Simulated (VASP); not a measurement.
# CuO (P1) in VASP: single point with BLYP

Aim: the single point of CuO with BLYP.

Program: VASP 6.6.1. These are calculated values, not measurements. Logs are shortened: lines on timing, memory, paths and dates and some standing lists are left out, and cuts for length are marked.

## (1) The cell of the first run

The typed cell holds 4 atoms: a = 3.025 Å, b = 2.974 Å, c = 5.181 Å, α = 81.45°, β = 82.09°, γ = 71.34°.

## (2) Single point, BLYP

Input file INCAR:

```
SYSTEM = CuO
PREC     = Accurate       ! precision mode
ENCUT    = 520            ! plane-wave cutoff, eV
EDIFF    = 1E-7           ! SCF threshold, eV
ISMEAR   = 1              ! smearing method
SIGMA    = 0.1174         ! smearing width, eV
LREAL    = .FALSE.        ! projectors in reciprocal space
LASPH    = .TRUE.         ! aspherical terms in the spheres
NELM     = 60             ! most SCF steps
ALGO     = Normal         ! electronic algorithm
ISIF     = 2              ! what is computed and relaxed
LWAVE    = .FALSE.        ! write WAVECAR
LCHARG   = .FALSE.        ! write CHGCAR
GGA      = B5             ! functional
ALDAX    = 1.0          
AGGAX    = 1.0          
AGGAC    = 1.0          
ALDAC    = 0.0          
NBANDS   = 25             ! bands
```

Input file KPOINTS:

```
Automatic mesh
0
Gamma
  6 6 4
  0.5 0 0
```

Input file POSCAR:

```
CuO
1.0
    2.4528300000      1.7710660000      0.0026120000
    2.4208960000     -1.7273660000     -0.0158930000
    0.8988600000     -0.0194150000     -5.1026990000
Cu O
2 2
Direct
    0.5500440000      0.9906820000      0.9702300000
    0.0322760000      0.5296850000      0.5410530000
    0.4074560000      0.6354530000      0.7395080000
    0.6114700000      0.3560430000      0.2453100000
```

Potentials or basis: VASP PAW PBE potentials, release 64 (Cu, O).

On the command line:

```sh
> cat potpaw_PBE.64/Cu/POTCAR potpaw_PBE.64/O/POTCAR > POTCAR
> mpirun -np 1 vasp_std > vasp.out
```

OUTCAR:

```text
SYSTEM = CuO
   PREC = Accurate
   ENCUT = 520
   EDIFF = 1E-7
   ISMEAR = 1
   LREAL = .FALSE.
   LASPH = .TRUE.
   NELM = 60
   ISIF = 2
   GGA = B5

 ion  position               nearest neighbor table
   1  0.550  0.991  0.970-   3 1.88   4 1.98   3 2.06   4 2.16   2 2.77
   2  0.032  0.530  0.541-   3 1.76   3 1.98   4 2.15   4 2.33   1 2.77
   3  0.407  0.635  0.740-   2 1.76   1 1.88   2 1.98   1 2.06
   4  0.611  0.356  0.245-   1 1.98   2 2.15   1 2.16   2 2.33

  LATTYP: Found a triclinic cell.
 ALAT       =     3.0254018919
 B/A-ratio  =     2.5495466590
 C/A-ratio  =     1.1564171667
 COS(alpha) =     0.0064710558
 COS(beta)  =     0.5927707236
 COS(gamma) =     0.6080190015

  Lattice vectors:

 A1 = (   2.4528300000,   1.7710660000,   0.0026120000)
 A2 = (   5.7725860000,   0.0242850000,  -5.1159800000)
 A3 = (   0.0319340000,   3.4984320000,   0.0185050000)

Analysis of symmetry for initial positions (statically):
=====================================================================
 Subroutine PRICEL returns:
 Original cell was already a primitive cell.

 Routine SETGRP: Setting up the symmetry group for a
 triclinic supercell.

 Subroutine GETGRP returns: Found  1 space group operations
 (whereof  1 operations were pure point group operations)
 out of a pool of  2 trial point group operations.

The static configuration has the point symmetry C_1 .

Analysis of symmetry for dynamics (positions and initial velocities):
=====================================================================
 Subroutine PRICEL returns:
 Original cell was already a primitive cell.

 Routine SETGRP: Setting up the symmetry group for a
 triclinic supercell.

 Subroutine GETGRP returns: Found  1 space group operations
 (whereof  1 operations were pure point group operations)
 out of a pool of  2 trial point group operations.

The dynamic configuration has the point symmetry C_1 .

 Subroutine INISYM returns: Found  1 space group operations
 (whereof  1 operations are pure point group operations),
 and found     1 'primitive' translations

----------------------------------------------------------------------------------------

                                     Primitive cell

  volume of cell :      43.4758

  direct lattice vectors                    reciprocal lattice vectors
     2.452830000  1.771066000  0.002612000     0.202731445  0.283808606  0.034632073
     2.420896000 -1.727366000 -0.015893000     0.207866384 -0.287939244  0.037712026
     0.898860000 -0.019415000 -5.102699000    -0.000543651  0.001042101 -0.196074450

  length of vectors
     3.025401892  2.974018044  5.181299386     0.350494998  0.357126922  0.196077973

  position of ions in fractional coordinates (direct lattice)
     0.550044000  0.990682000  0.970230000
     0.032276000  0.529685000  0.541053000
     0.407456000  0.635453000  0.739508000
     0.611470000  0.356043000  0.245310000

  ion indices of the primitive-cell ions
   primitive index   ion index
                 1           1
                 2           2
                 3           3
                 4           4

----------------------------------------------------------------------------------------

 KPOINTS: Automatic mesh

Automatic generation of k-mesh.
 Grid dimensions read from file:
 generate k-points for:    6    6    4

 Generating k-lattice:

  Cartesian coordinates                     Fractional coordinates (reciprocal lattice)
     0.033788574  0.047301434  0.005772012     0.166666667 -0.000000000 -0.000000000
     0.034644397 -0.047989874  0.006285338     0.000000000  0.166666667  0.000000000
    -0.000135913  0.000260525 -0.049018612     0.000000000  0.000000000  0.250000000

  Length of vectors
     0.058415833  0.059521154  0.049019493

  Shift w.r.t. Gamma in fractional coordinates (k-lattice)
     0.500000000  0.000000000  0.000000000

 Subroutine IBZKPT returns following result:
 ===========================================

 Found     72 irreducible k-points:

 Following reciprocal coordinates:
            Coordinates               Weight
  0.083333  0.000000  0.000000      2.000000
  0.250000 -0.000000 -0.000000      2.000000
  0.416667 -0.000000  0.000000      2.000000
  0.083333  0.166667  0.000000      2.000000
  0.250000  0.166667 -0.000000      2.000000
  0.416667  0.166667 -0.000000      2.000000
[... 16 lines left out ...]
 -0.250000  0.000000  0.250000      2.000000
 -0.083333 -0.000000  0.250000      2.000000
 [... further k-points ...]
   k-points           NKPTS =     72   k-points in BZ     NKDIM =     72   number of bands    NBANDS=     25
   number of dos      NEDOS =    301   number of ions     NIONS =      4
   total plane-waves  NPLWV =  23040
   dimension x,y,z NGX =    24 NGY =   24 NGZ =   40
   dimension x,y,z NGXF=    48 NGYF=   48 NGZF=   80
   ions per type =               2   2
   NGX,Y,Z   is equivalent  to a cutoff of  13.19, 13.42, 12.83 a.u.
   NGXF,Y,Z  is equivalent  to a cutoff of  26.38, 26.83, 25.67 a.u.
 SYSTEM =  CuO
   PREC   = accura    normal or accurate (medium, high low for compatibility)
   ISTART =      0    job   : 0-new  1-cont  2-samecut
   ICHARG =      2    charge: 1-file 2-atom 10-const
   ISPIN  =      1    spin polarized calculation?
   LNONCOLLINEAR =      F non collinear calculations
   LSORBIT =      F    spin-orbit coupling
   LASPH  =      T    aspherical Exc in radial PAW
   ENCUT  =  520.0 eV  38.22 Ry    6.18 a.u.   5.63  5.53  9.63*2*pi/ulx,y,z
   NELM   =     60;   NELMIN=  2; NELMDL= -5     # of ELM steps
   EDIFF  = 0.1E-06   stopping-criterion for ELM
   LREAL  =      F    real-space projection
   EDIFFG = 0.1E-05   stopping-criterion for IOM
   NSW    =      0    number of steps for IOM
   IBRION =     -1    ionic relax: 0-MD 1-quasi-New 2-CG
   NFREE  =      0    steps in history (QN), initial steepest desc. (CG)
   ISIF   =      2    stress and relaxation
   ISYM   =      2    0-nonsym 1-usesym 2-fastsym
   POTIM  = 0.5000    time-step for ionic-motion
   TEBEG  =    0.0;   TEEND  =   0.0 temperature during run
   PSTRESS=    0.0 pullay stress
   NELECT =      34.0000    total number of electrons
   NUPDOWN=      -1.0000    fix difference up-down
   EMIN   =  10.00;   EMAX   =-10.00  energy-range for DOS
   EFERMI =   0.00;   METHOD = LEGACY
   ISMEAR =     1;   SIGMA  =   0.12  broadening in eV -4-tet -1-fermi 0-gaus
   EFERMI_NEDOS =   21; number of points for ismear=-14 and -15
   IALGO  =     38    algorithm
   IMIX   =      4    mixing-type and parameters
     AMIX     =   0.40;   BMIX     =  1.00
     AMIX_MAG =   1.60;   BMIX_MAG =  1.00
  volume/ion in A,a.u.               =      10.87        73.35
  Fermi-wavevector in a.u.,A,eV,Ry     =   1.508291  2.850257 30.952461  2.274942
  Thomas-Fermi vector in A             =   2.618765
   LORBIT       =      0    0 simple, 1 ext, 2 COOP (PROOUT), +10 PAW based schemes
   GGA     = B5    functional components
   LHFCALC =     F    Hartree Fock is set to
   AEXX    =    0.0000 exact exchange contribution
   IVDW    =     0    specifies the selected vdW correction
   LEPSILON=     F    determine dielectric tensor
   LRPA    =     F    only Hartree local field effects (RPA)
 non-spin polarized calculation
 Methfessel and Paxton  Order N= 1 SIGMA  =   0.12
  energy-cutoff  :      520.00
  volume of cell :       43.48
 maximum number of plane-waves:      1189
   NGX = 11   NGY = 11   NGZ = 19

 number of electron      34.0000001 magnetization

 Free energy of the ion-electron system (eV)
  ---------------------------------------------------
  ext. energy  EPLUGINS =         0.00000000
  ---------------------------------------------------
  free energy    TOTEN  =       -17.10961763 eV

  energy without entropy =      -17.10920393  energy(sigma->0) =      -17.10947973

 E-fermi :   4.9538     XC(G=0): -11.0012

 val. band max:        4.9522443904   @ k =  -0.2500   0.1667   0.5000
 cond. band min:       4.9819690914   @ k =  -0.0833   0.3333   0.2500
 fundamental gap:      0.0297247010
 Fermi energy:         4.9538228640

 k-point     1 :       0.0833    0.0000    0.0000
  band No.  band energies     occupation
      1     -14.6063      2.00000
      2     -12.3898      2.00000
      3      -2.2926      2.00000
      4      -0.8374      2.00000
      5      -0.1632      2.00000
      6       1.5492      2.00000
[... 17 lines left out ...]
     24      20.8965      0.00000
     25      21.8814      0.00000

 k-point     2 :       0.2500   -0.0000   -0.0000
  band No.  band energies     occupation
      1     -14.3964      2.00000
      2     -12.2654      2.00000
      3      -1.9743      2.00000
      4      -1.1473      2.00000
      5      -0.2870      2.00000
      6       0.9941      2.00000
[... 17 lines left out ...]
     24      19.4032      0.00000
     25      21.0809      0.00000

 k-point     3 :       0.4167   -0.0000    0.0000
  band No.  band energies     occupation
      1     -14.1766      2.00000
      2     -12.1280      2.00000
      3      -2.1471      2.00000
      4      -1.0984      2.00000
      5      -0.2891      2.00000
      6       0.5336      2.00000
[... 17 lines left out ...]
     24      17.7293      0.00000
     25      20.8976      0.00000

 k-point     4 :       0.0833    0.1667    0.0000
  band No.  band energies     occupation
      1     -14.5058      2.00000
      2     -12.3354      2.00000
      3      -2.1096      2.00000
      4      -0.8503      2.00000
      5      -0.2521      2.00000
      6       1.1598      2.00000
[... 17 lines left out ...]
     24      20.1925      0.00000
     25      20.9752      0.00000
[... 477 lines left out ...]
 k-point    22 :      -0.4167    0.0000    0.2500
  band No.  band energies     occupation
      1     -14.1547      2.00000
      2     -12.1647      2.00000
      3      -2.2480      2.00000
      4      -0.8624      2.00000
      5      -0.3092      2.00000
      6       0.4982      2.00000
[... 17 lines left out ...]
     24      18.5271      0.00000
     25      20.3549      0.00000

 k-point    23 :      -0.2500    0.0000    0.2500
  band No.  band energies     occupation
      1     -14.3587      2.00000
      2     -12.3308      2.00000
      3      -1.9689      2.00000
      4      -0.9288      2.00000
      5      -0.2852      2.00000
      6       0.9994      2.00000
[... 17 lines left out ...]
     24      19.6729      0.00000
     25      20.2119      0.00000

 k-point    24 :      -0.0833   -0.0000    0.2500
  band No.  band energies     occupation
      1     -14.5566      2.00000
      2     -12.4811      2.00000
      3      -1.9665      2.00000
      4      -0.7555      2.00000
      5      -0.1502      2.00000
      6       1.3075      2.00000
[... 17 lines left out ...]
     24      19.7390      0.00000
     25      21.4659      0.00000

 [... further k-points ...]

------------------------ aborting loop because EDIFF is reached ----------------------------------------

  FORCE on cell =-STRESS in cart. coord.  units (eV):
  Direction    XX          YY          ZZ          XY          YZ          ZX
  --------------------------------------------------------------------------------------
  -------------------------------------------------------------------------------------
  Total        3.2261599      1.2516376      0.7001796      1.1604549     -0.3536744     -2.2600802
  in kB      118.8908620     46.1255109     25.8031108     42.7652332    -13.0336555    -83.2887659
  external PRESSURE =      63.6064946 kB  Pullay stress =       0.0000000 kB

 VOLUME and BASIS-vectors are now :
 -----------------------------------------------------------------------------
  energy-cutoff  :      520.00
  volume of cell :       43.48
      direct lattice vectors                 reciprocal lattice vectors
     2.452830000  1.771066000  0.002612000     0.202731445  0.283808606  0.034632073
     2.420896000 -1.727366000 -0.015893000     0.207866384 -0.287939244  0.037712026
     0.898860000 -0.019415000 -5.102699000    -0.000543651  0.001042101 -0.196074450

 POSITION                                       TOTAL-FORCE (eV/Angst)
 -----------------------------------------------------------------------------------
      4.61960     -0.75594     -4.96510         0.277262     -0.353053     -2.349745
      1.84781     -0.86830     -2.76916        -2.291574     -0.519059      3.723916
      3.20250     -0.39039     -3.78252         1.445702      1.438854     -1.349616
      2.58227      0.46317     -1.25580         0.568610     -0.566741     -0.024555
 -----------------------------------------------------------------------------------
    total drift:                               -0.000369      0.000497      0.000030

  FREE ENERGIE OF THE ION-ELECTRON SYSTEM (eV)
  ---------------------------------------------------
  free  energy   TOTEN  =       -17.1096176271 eV

  energy  without entropy=      -17.1092039284  energy(sigma->0) =      -17.10947973
```

Wall time 2.6 min (1 thread of Intel Xeon 8259CL, shared host); peak memory 0.2 GiB.

What came out:

```yaml
Free_energy: -17.1096 eV
Pressure: 6.4 GPa
Largest_force: 4.403 eV/Å
Band_gap_on_the_k_mesh: zero (bands 17 and 18 overlap by 0.30 eV)
```

Forces on the atoms (eV/Å):
```
Cu   0.277 -0.353 -2.350
Cu  -2.292 -0.519  3.724
O    1.446  1.439 -1.350
O    0.569 -0.567 -0.025
```

Levels at points of the mesh, in eV from the Fermi level:
| k point | band 14 | band 15 | band 16 | band 17 | band 18 | band 19 | band 20 | band 21 |
| --- | --- | --- | --- | --- | --- | --- | --- | --- |
| (0.08, 0.00, 0.00) | -1.71 | -1.54 | -0.93 | 0.16 | 0.77 | 1.91 | 6.46 | 7.96 |

Caveat: the k points lie up to 0.37 Å⁻¹ apart; semilocal functionals underestimate gaps, and a narrow one can read as zero; the PAW data sets were made with another functional, which shifts forces and pressure a little; semilocal functionals often make such compounds metallic where correlation or magnetic order opens a gap, which also shifts bond lengths. With open d or f shells a metallic result of BLYP can be an artefact of self-interaction; +U or a hybrid may open a gap.

The gap in the log of VASP goes by the Fermi energy; the results here count the filled bands.